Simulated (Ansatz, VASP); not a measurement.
# Ta in VASP and in Ansatz

INCAR

```
SYSTEM = Ta
  ALGO = Normal
  EDIFF = 1E-6
  ENCUT = 520
  GGA = PS
  ISIF = 2
  ISMEAR = -1
  LASPH = .True.
  LCHARG = .False.
  LREAL = .False.
  LWAVE = .False.
  NBANDS = 12
  NELM = 80
  PREC = Accurate
  SIGMA = 0.05
```

File KPOINTS:

```
k-points
0
Gamma
  15 15 15
  0 0 0
```

File POSCAR:

```
Ta
1.0
   -1.6512800000      1.6512800000      1.6843056000
    1.6512800000     -1.6512800000      1.6843056000
    1.6512800000      1.6512800000     -1.6843056000
Ta
1
Direct
    0.0000000000      0.0000000000      0.0000000000
```

Input for Ansatz:

```yaml
crystal:
  lattice:
    - [-1.65128, 1.65128, 1.6843056]
    - [1.65128, -1.65128, 1.6843056]
    - [1.65128, 1.65128, -1.6843056]
  atoms:
    - { symbol: Ta, position: [0.0, 0.0, 0.0] }
kpoints:
  mp_grid: { grid: [15, 15, 15] }
  band_path:
    path:
      - [0.0, 0.0, 0.0]
      - [0.0, 0.0, 0.5]
      - [0.25, 0.25, 0.25]
      - [0.0, 0.5, 0.0]
      - [0.0, 0.0, 0.0]
      - [0.5, 0.5, -0.5]
      - [0.4902921953, 0.5097078047, -0.4902921953]
      - [-0.4902921953, 0.4902921953, 0.4902921953]
      - [0.0, 0.0, 0.0]
    npoints: 5
scf:
  occupations: { method: fermi_dirac, width: 0.05 }
hamiltonian:
  xc: pbesol
  pseudopotentials: { kind: all_electron, lapw: { basis_error: 0.00025 } }
output:
  forces: true
  stress: true
  eigenvalues: true
```

Change from the starting cell: zz strain of +2 %.

Alike in both runs: task single point; functional PBEsol; k mesh 15 × 15 × 15; occupations fermi-dirac, width 0.05 eV; no spin polarisation.

```csv
,VASP,Ansatz
version,VASP 6.6.1,Ansatz 0.2.0
potentials or method,"VASP PAW PBE potentials, release 64 (Ta_pv), cutoff 520 eV","all-electron LAPW, scalar-relativistic"
```

|  | VASP | Ansatz | Ansatz less VASP |
| --- | --- | --- | --- |
| pressure (GPa) | -7.5 | -7.7 | -0.16 |
| traceless stress, the component that is largest in VASP (GPa) | -1.45 | -1.45 | -0.005 |

VASP's potentials were made for PBE, not for PBEsol. Ansatz ran all-electron here, and VASP with PAW potentials.

Neither program's run includes spin-orbit coupling.
